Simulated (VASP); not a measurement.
Set up this calculation in VASP 6.6.1, as the native input.

* Task: electric field gradients
* Functional: LDA
* Potentials or basis: VASP PAW LDA potentials, release 64 (Mg, B)
* Cutoff: 520 eV
* k mesh: 17 × 17 × 13
* Occupations: fermi-dirac, width 0.05 eV
* Spin: no spin polarisation
* Dipole correction: no
* Further INCAR settings: ALGO = Normal; EDIFF = 1e-08; NBANDS = 11

The structure of MgB2 lies in POSCAR:

```
MgB2
1.0
    3.0850000000      0.0000000000      0.0000000000
   -1.5425000000      2.6716883707      0.0000000000
    0.0000000000      0.0000000000      3.5230000000
Mg B
1 2
Direct
    0.0000000000      0.0000000000      0.0000000000
    0.3333333333      0.6666666667      0.5000000000
    0.6666666667      0.3333333333      0.5000000000
```

These files were run (other wordings do the same):

INCAR

```
  PREC = Accurate
  ENCUT = 520
  EDIFF = 1E-8
  ISMEAR = -1
  SIGMA = 0.05
  LREAL = False
  LASPH = True
  NELM = 80
  ALGO = Normal
  ISIF = 2
  LWAVE = False
  LCHARG = False
  LEFG = True
  NBANDS = 11
```

KPOINTS

```
Automatic mesh
0
Gamma
  17 17 13
```

Potentials or basis: VASP PAW LDA potentials, release 64 (Mg, B).

Command:

```sh
$ cat potpaw_LDA.64/Mg/POTCAR potpaw_LDA.64/B/POTCAR > POTCAR
$ mpirun -np 1 vasp_std > vasp.out
```

Results of the run:

| Item | Value |
| --- | --- |
| Pressure | -8.2 GPa |
| Band gap on the k mesh | zero (bands 4 and 5 overlap by 3.08 eV) |
| Largest electric field gradient by atom | Mg -0.6; B +19.7 V/Å² |

Caveat: the cell stands under tension; without QUAD_EFG the Cq values of the log hold for a quadrupole moment of 1 mb, not for the nuclei.

Run time: 63 s on 1 thread of Intel Xeon 8259CL, with other jobs on the host, peak memory 0.2 GiB.
